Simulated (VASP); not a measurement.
Here is a VASP 6.6.1 calculation.

Contents of INCAR:

```
SYSTEM = As
PREC = Accurate
ENCUT = 520
EDIFF = 1E-7
ISMEAR = 0
SIGMA = 0.1
LREAL = .FALSE.
LASPH = .TRUE.
NELM = 100
ALGO = Normal
ISIF = 2
LWAVE = .FALSE.
LCHARG = .FALSE.
GGA = PS
NBANDS = 12
```

Contents of KPOINTS:

```
regular mesh
0
G
  15 15 15
  0 0 0
```

The input POSCAR:

```
As
1.0
    1.8907537976      1.0916272140      3.3681262605
   -1.8907537976      1.0916272140      3.3681262605
    0.0000000000     -2.1832544280      3.3681262605
As
2
Direct
    0.2301746554      0.2301746554      0.2301746554
    0.7698253446      0.7698253446      0.7698253446
```

Potentials or basis: VASP PAW PBE potentials, release 64 (As).

Command:

```bash
$ cat potpaw_PBE.64/As/POTCAR > POTCAR
$ mpirun -np 1 vasp_std > vasp.out
```

Task: Predict the pressure.

Result: 0.4 GPa.

Task: What does it give for the band gap on the k mesh?

Result: Zero (band 5 reaches 5.66 eV, above the bottom of band 6 at 5.51 eV).

Stress tensor (GPa, compression positive):
```
0.44 0.00 0.00
0.00 0.44 0.00
0.00 0.00 0.29
```

Caveat: the PAW data sets were made with another functional, which shifts forces and pressure a little.
